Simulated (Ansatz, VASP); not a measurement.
**Al2InN3: VASP beside Ansatz**

```
CELL_PARAMETERS angstrom
4.98134 -2.64421 0.00000
4.98134 2.64421 0.00000
0.00000 0.00000 5.31822
ATOMIC_POSITIONS crystal
Al 0.00844 0.33486 0.99174
Al 0.66514 0.99156 0.99174
Al 0.99156 0.66514 0.49174
Al 0.33486 0.00844 0.49174
In 0.32207 0.67793 0.98699
In 0.67793 0.32207 0.48699
N 0.03676 0.33363 0.35570
N 0.66637 0.96324 0.35570
N 0.96324 0.66637 0.85570
N 0.33363 0.03676 0.85570
N 0.29824 0.70176 0.40613
N 0.70176 0.29824 0.90613
```

Change from the starting cell: volume 11.675 Å^3 an atom, stretch along b over the lengths across it, relative to the relaxed cell 0.9230.

Alike in both runs: task single point; functional PBE; k mesh 6 × 6 × 6; occupations gaussian, width 0.05 eV; no spin polarisation.

|  | VASP | Ansatz |
| --- | --- | --- |
| version | VASP 6.6.1 | Ansatz 0.2.0 |
| potentials or method | VASP PAW PBE potentials, release 64 (Al, In_d, N), cutoff 520 eV | scalar-relativistic, plane waves, PAW |
| valence electrons in the cell | 68 | 68 |

```tsv
	VASP	Ansatz	Ansatz less VASP
gap on the k mesh at the Fermi level (eV)	2.20	2.20	+0.001
least direct gap on the mesh (eV)	2.20	2.20	+0.001
pressure (GPa)	8.7	8.7	+0.05
traceless stress, the component that is largest in VASP (GPa)	18.00	17.91	-0.082
rms of the force components (eV/Å)	0.657	0.655	-0.0020
```

Atom by atom the forces differ by 0.009 eV/Å (rms over components).
